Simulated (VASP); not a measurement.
Runs of VASP 6.6.1 on Ca. The structure is that of space group P6_3/mmc (No. 194), or close to it. The cells are those of the table. This isn't the form of Ca at room conditions, which is fcc.

```tsv
cell	further INCAR settings	gap on the mesh (eV)	pressure (GPa)
a = 3.861, b = 3.861, c = 6.618 Å, angles 90.0, 90.0, 120.0°, 2 atoms	ALGO = Fast; EDIFF = 1e-07; NBANDS = 17	none	(a)
a = 3.980, b = 3.980, c = 6.324 Å, angles 90.0, 90.0, 120.0°, 2 atoms	ALGO = Fast; EDIFF = 1e-07; NBANDS = 17	none	-2.0
a = 3.861, b = 3.861, c = 6.520 Å, angles 90.0, 90.0, 120.0°, 2 atoms	ALGO = Fast; EDIFF = 1e-06; NBANDS = 17	none	-1.6
a = 3.861, b = 3.861, c = 6.422 Å, angles 90.0, 90.0, 120.0°, 2 atoms	ALGO = Fast; EDIFF = 1e-06; NBANDS = 17	none	-1.4
a = 3.861, b = 3.861, c = 6.324 Å, angles 90.0, 90.0, 120.0°, 2 atoms	ALGO = Fast; EDIFF = 1e-07; NBANDS = 17	none	-1.1
a = 3.920, b = 3.920, c = 6.520 Å, angles 90.0, 90.0, 120.0°, 2 atoms	ALGO = Fast; EDIFF = 1e-06; NBANDS = 17	none	-2.0
a = 4.099, b = 4.099, c = 6.716 Å, angles 90.0, 90.0, 120.0°, 2 atoms	ALGO = Fast; EDIFF = 1e-07; NBANDS = 17	none	-3.2
a = 3.920, b = 3.920, c = 6.324 Å, angles 90.0, 90.0, 120.0°, 2 atoms	ALGO = Fast; EDIFF = 1e-07; NBANDS = 17	none	-1.6
a = 3.861, b = 3.861, c = 6.716 Å, angles 90.0, 90.0, 120.0°, 2 atoms	ALGO = Fast; EDIFF = 1e-07; NBANDS = 17	none	-2.0
```

Alike in all rows: task single point; level LDA; potentials or basis VASP PAW LDA potentials, release 64 (Ca_sv); no spin polarisation; k mesh 15 × 15 × 8; cutoff (eV) 520; smearing gaussian 0.15 eV.

Q: Fill in the values left out.

A: (a) -1.8.

Caveats: the cell stands under tension (at least some runs).

A gap of «none» marks levels without a gap at the run's occupations.
